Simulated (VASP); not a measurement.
# CaSe (I4/mmm) in VASP: notebook

Runs on CaSe. Level: PBEsol. Tasks: single point.

Program: VASP 6.6.1. These are calculated values, not measurements. Logs are shortened: lines on timing, memory, paths and dates and some standing lists are left out, and cuts for length are marked.

## (1) The cell of the first run

Symmetry: I4/mmm, No. 139, tetragonal system. Conventional cell: a = 4.067 Å, b = 4.067 Å, c = 5.907 Å, α = 90.00°, β = 90.00°, γ = 90.00°. Ca (site symmetry 4/mmm) has 6 Se at 2.88 to 2.95 Å within 3.8 Å. Within 3.8 Å of Se (site symmetry 4/mmm) lie 6 Ca at 2.88 to 2.95 Å.

## (2) Single point, PBEsol (in-plane strain -0.02, then relaxed in part)

File INCAR:

```
ALGO = Normal
EDIFF = 1E-7
ENCUT = 520
GGA = PS
ISIF = 2
ISMEAR = 0
LASPH = True
LCHARG = True
LELF = True
LREAL = False
LVHAR = True
LWAVE = False
NBANDS = 15
NELM = 60
PREC = Accurate
SIGMA = 0.01
```

File KPOINTS:

```
k-points
0
Gamma
  8 8 8
```

File POSCAR:

```
CaSe
1.0
    2.8757615717      2.8757615717      0.0000000000
   -2.8757615717      2.8757615717      0.0000000000
    0.0000000000      2.8757615717      2.9532973659
Ca Se
1 1
Direct
    0.0000000000      0.0000000000      0.0000000000
    0.5000000000      0.5000000000      0.0000000000
```

Potentials or basis: VASP PAW PBE potentials, release 64 (Ca_sv, Se).

Run with:

```sh
$ cat potpaw_PBE.64/Ca_sv/POTCAR potpaw_PBE.64/Se/POTCAR > POTCAR
$ mpirun -np 1 vasp_std > vasp.out
```

OUTCAR:

```text
EDIFF = 1E-7
   ENCUT = 520
   GGA = PS
   ISIF = 2
   ISMEAR = 0
   LASPH = True
   LREAL = False
   NELM = 60
   PREC = Accurate

 ion  position               nearest neighbor table
   1  0.000  0.000  0.000-   2 2.88   2 2.88   2 2.88   2 2.88   2 2.95   2 2.95
   2  0.500  0.500  0.000-   1 2.88   1 2.88   1 2.88   1 2.88   1 2.95   1 2.95

  LATTYP: Found a body centered tetragonal cell.
 ALAT       =     4.0669410168
 C/A-ratio  =     1.4523433478

  Lattice vectors:

 A1 = (   2.8757615717,   0.0000000000,  -2.9532973659)
 A2 = (  -2.8757615717,   0.0000000000,  -2.9532973659)
 A3 = (   0.0000000000,   2.8757615717,   2.9532973659)

Analysis of symmetry for initial positions (statically):
=====================================================================
 Subroutine PRICEL returns:
 Original cell was already a primitive cell.

 Routine SETGRP: Setting up the symmetry group for a
 body centered tetragonal supercell.

 Subroutine GETGRP returns: Found 16 space group operations
 (whereof 16 operations were pure point group operations)
 out of a pool of 16 trial point group operations.

The static configuration has the point symmetry D_4h.

Analysis of symmetry for dynamics (positions and initial velocities):
=====================================================================
 Subroutine PRICEL returns:
 Original cell was already a primitive cell.

 Routine SETGRP: Setting up the symmetry group for a
 body centered tetragonal supercell.

 Subroutine GETGRP returns: Found 16 space group operations
 (whereof 16 operations were pure point group operations)
 out of a pool of 16 trial point group operations.

The dynamic configuration has the point symmetry D_4h.

 Subroutine INISYM returns: Found 16 space group operations
 (whereof 16 operations are pure point group operations),
 and found     1 'primitive' translations

----------------------------------------------------------------------------------------

                                     Primitive cell

  volume of cell :      48.8476

  direct lattice vectors                    reciprocal lattice vectors
     2.875761572  2.875761572  0.000000000     0.173866987  0.173866987 -0.169302288
    -2.875761572  2.875761572  0.000000000    -0.173866987  0.173866987 -0.169302288
     0.000000000  2.875761572  2.953297366     0.000000000  0.000000000  0.338604575

  length of vectors
     4.066941017  4.066941017  4.122131724     0.298534291  0.298534291  0.338604575

  position of ions in fractional coordinates (direct lattice)
[... 85 lines left out ...]
   ISIF   =      2    stress and relaxation
   ISYM   =      2    0-nonsym 1-usesym 2-fastsym
   POTIM  = 0.5000    time-step for ionic-motion
   TEBEG  =    0.0;   TEEND  =   0.0 temperature during run
   PSTRESS=    0.0 pullay stress
   NELECT =      16.0000    total number of electrons
   NUPDOWN=      -1.0000    fix difference up-down
   EMIN   =  10.00;   EMAX   =-10.00  energy-range for DOS
   EFERMI =   0.00;   METHOD = LEGACY
   ISMEAR =     0;   SIGMA  =   0.01  broadening in eV -4-tet -1-fermi 0-gaus
   EFERMI_NEDOS =   21; number of points for ismear=-14 and -15
   IALGO  =     38    algorithm
   IMIX   =      4    mixing-type and parameters
     AMIX     =   0.40;   BMIX     =  1.00
     AMIX_MAG =   1.60;   BMIX_MAG =  1.00
  volume/ion in A,a.u.               =      24.42       164.82
  Fermi-wavevector in a.u.,A,eV,Ry     =   1.128497  2.132551 17.327103  1.273506
  Thomas-Fermi vector in A             =   2.265187
   LORBIT       =      0    0 simple, 1 ext, 2 COOP (PROOUT), +10 PAW based schemes
   GGA     = PS    functional components
   LHFCALC =     F    Hartree Fock is set to
   AEXX    =    0.0000 exact exchange contribution
   IVDW    =     0    specifies the selected vdW correction
   LEPSILON=     F    determine dielectric tensor
   LRPA    =     F    only Hartree local field effects (RPA)
 non-spin polarized calculation
 Gauss-broadening in eV      SIGMA  =   0.01
  energy-cutoff  :      520.00
  volume of cell :       48.85
 maximum number of plane-waves:      1331
   NGX = 15   NGY = 15   NGZ = 15

 number of electron      15.9999999 magnetization

 Free energy of the ion-electron system (eV)
  ---------------------------------------------------
  ext. energy  EPLUGINS =         0.00000000
  ---------------------------------------------------
  free energy    TOTEN  =       -10.05343450 eV

  energy without entropy =      -10.05343450  energy(sigma->0) =      -10.05343450

 E-fermi :   2.9245     XC(G=0):  -9.5735

 val. band max:        2.7637012069   @ k =   0.0000   0.0000   0.0000
 cond. band min:       4.5236407746   @ k =   0.5000   0.5000  -0.0000
 fundamental gap:      1.7599395677
 Fermi energy:         2.9245238539

 k-point     1 :       0.0000    0.0000    0.0000
  band No.  band energies     occupation
      1     -36.6165      2.00000
      2     -17.7053      2.00000
      3     -17.7026      2.00000
      4     -17.7026      2.00000
      5      -9.2820      2.00000
      6       2.7375      2.00000
      7       2.7637      2.00000
      8       2.7637      2.00000
      9       6.2011      0.00000
     10       6.2422      0.00000
     11       6.4331      0.00000
     12       6.4331      0.00000
     13       7.0388      0.00000
     14       7.0789      0.00000
[... 401 lines left out ...]
      2     -17.8069      2.00000
      3     -17.7280      2.00000
      4     -17.7041      2.00000
      5      -8.7246      2.00000
      6       0.1153      2.00000
      7       1.6271      2.00000
      8       1.6787      2.00000
      9       6.7568      0.00000
     10       7.3026      0.00000
     11       7.8572      0.00000
     12       7.9520      0.00000
     13       9.3816      0.00000
     14       9.8822      0.00000
     15      12.2643      0.00000

 [... further k-points ...]
[... 5 lines left out ...]
  --------------------------------------------------------------------------------------
  -------------------------------------------------------------------------------------
  Total        0.9851703      0.9851703      0.0601086      0.0000000      0.0000000      0.0000000
  in kB       32.3131248     32.3131248      1.9715342      0.0000000      0.0000000      0.0000000
  external PRESSURE =      22.1992613 kB  Pullay stress =       0.0000000 kB

 VOLUME and BASIS-vectors are now :
 -----------------------------------------------------------------------------
  energy-cutoff  :      520.00
  volume of cell :       48.85
      direct lattice vectors                 reciprocal lattice vectors
     2.875761572  2.875761572  0.000000000     0.173866987  0.173866987 -0.169302288
    -2.875761572  2.875761572  0.000000000    -0.173866987  0.173866987 -0.169302288
     0.000000000  2.875761572  2.953297366     0.000000000  0.000000000  0.338604575

 POSITION                                       TOTAL-FORCE (eV/Angst)
 -----------------------------------------------------------------------------------
      0.00000      0.00000      0.00000         0.000000     -0.000000      0.000000
      0.00000      2.87576      0.00000         0.000000      0.000000      0.000000
 -----------------------------------------------------------------------------------
    total drift:                               -0.000000      0.000000      0.000000

  FREE ENERGIE OF THE ION-ELECTRON SYSTEM (eV)
  ---------------------------------------------------
  free  energy   TOTEN  =       -10.0534345015 eV

  energy  without entropy=      -10.0534345015  energy(sigma->0) =      -10.05343450
```

OSZICAR:

```text
N       E                     dE             d eps       ncg     rms          rms(c)
DAV:   1     0.107424594401E+03    0.10742E+03   -0.75479E+03  1770   0.993E+02
DAV:   2    -0.570760712549E+01   -0.11313E+03   -0.10760E+03  2218   0.248E+02
DAV:   3    -0.100034816348E+02   -0.42959E+01   -0.42614E+01  2365   0.460E+01
DAV:   4    -0.101998446787E+02   -0.19636E+00   -0.19625E+00  2518   0.836E+00
DAV:   5    -0.102014314512E+02   -0.15868E-02   -0.15866E-02  2306   0.757E-01    0.426E+00
DAV:   6    -0.100716954694E+02    0.12974E+00   -0.14501E-01  2113   0.217E+00    0.252E+00
DAV:   7    -0.100529116946E+02    0.18784E-01   -0.78439E-02  2286   0.190E+00    0.707E-01
DAV:   8    -0.100533490394E+02   -0.43734E-03   -0.82562E-03  2029   0.728E-01    0.972E-02
DAV:   9    -0.100534040592E+02   -0.55020E-04   -0.46314E-04  2266   0.232E-01    0.372E-02
DAV:  10    -0.100534310367E+02   -0.26977E-04   -0.91074E-05  2036   0.659E-02    0.135E-02
DAV:  11    -0.100534351838E+02   -0.41472E-05   -0.16142E-05  2267   0.387E-02    0.599E-03
DAV:  12    -0.100534346673E+02    0.51649E-06   -0.11791E-06  2082   0.922E-03    0.243E-03
DAV:  13    -0.100534344697E+02    0.19766E-06   -0.19177E-07  2112   0.339E-03    0.797E-04
DAV:  14    -0.100534345015E+02   -0.31792E-07   -0.47616E-09   962   0.603E-04
   1 F= -.10053435E+02 E0= -.10053435E+02  d E =-.104127-116
```

Run time: 44 s. Hardware: 1 thread of Intel Xeon 6975P-C, shared host; peak memory 0.2 GiB.

Results:

* Free energy: -10.0534 eV
* Pressure: 2.2 GPa
* Band gap on the k mesh: 1.76 eV, indirect (least direct gap 2.71 eV)

Caveat: the cell differs from its parent crystal (in-plane strain -0.02, then relaxed in part); the PAW data sets were made with another functional, which shifts forces and pressure a little. A k mesh can miss the band edges.

## (3) Single point, PBEsol (in-plane strain -0.02)

File INCAR:

```
SYSTEM = CaSe
PREC     = Accurate       ! precision mode
ENCUT    = 520            ! plane-wave cutoff, eV
EDIFF    = 1E-7           ! SCF threshold, eV
ISMEAR   = 0              ! smearing method
SIGMA    = 0.01           ! smearing width, eV
LREAL    = .FALSE.        ! projectors in reciprocal space
LASPH    = .TRUE.         ! aspherical terms in the spheres
NELM     = 60             ! most SCF steps
ALGO     = Normal         ! electronic algorithm
ISIF     = 2              ! what is computed and relaxed
LWAVE    = .FALSE.        ! write WAVECAR
LCHARG   = .TRUE.         ! write CHGCAR
GGA      = PS             ! functional
LELF     = .TRUE.         ! ELF
LVHAR    = .TRUE.       
NBANDS   = 15             ! bands
```

File KPOINTS:

```
regular mesh
0
G
  8 8 8
  0 0 0
```

Changes to POSCAR since step 2:

```diff
@@ -4,3 +4,3 @@
    -2.8757615717      2.8757615717      0.0000000000
-    0.0000000000      2.8757615717      2.9532973659
+    0.0000000000      2.8757615717      2.9696639904
 Ca Se
```

Potentials or basis: VASP PAW PBE potentials, release 64 (Ca_sv, Se).

Run with:

```sh
$ cat potpaw_PBE.64/Ca_sv/POTCAR potpaw_PBE.64/Se/POTCAR > POTCAR
$ mpirun -np 1 vasp_std > vasp.out
```

It took 44 s on 1 thread of Intel Xeon 6975P-C, shared host; peak memory 0.2 GiB.

Results (log left out):

* Free energy: -10.0533 eV
* Pressure: 1.9 GPa
* Band gap on the k mesh: 1.77 eV, indirect (least direct gap 2.71 eV)

Stress tensor (GPa, compression positive):
```
 3.11  0.00  0.00
 0.00  3.11  0.00
 0.00  0.00 -0.43
```

Levels at points of the mesh, in eV from the valence-band top:
```csv
k point,band 5,band 6,band 7,band 8,band 9,band 10,band 11,band 12
"(0.00, 0.00, 0.00)",-12.03,-0.03,0.00,0.00,3.39,3.46,3.69,3.69
"(0.50, 0.00, 0.00)",-11.21,-3.55,-1.36,-1.34,4.45,5.57,5.57,5.65
"(0.50, 0.50, 0.00)",-11.37,-2.66,-1.08,-1.02,1.77,5.01,5.26,6.11
"(0.00, 0.00, 0.50)",-11.41,-2.78,-0.92,-0.92,1.79,5.06,5.21,6.20
```

Caveat: the cell differs from its parent crystal (in-plane strain -0.02); the PAW data sets were made with another functional, which shifts forces and pressure a little. A k mesh can miss the band edges.
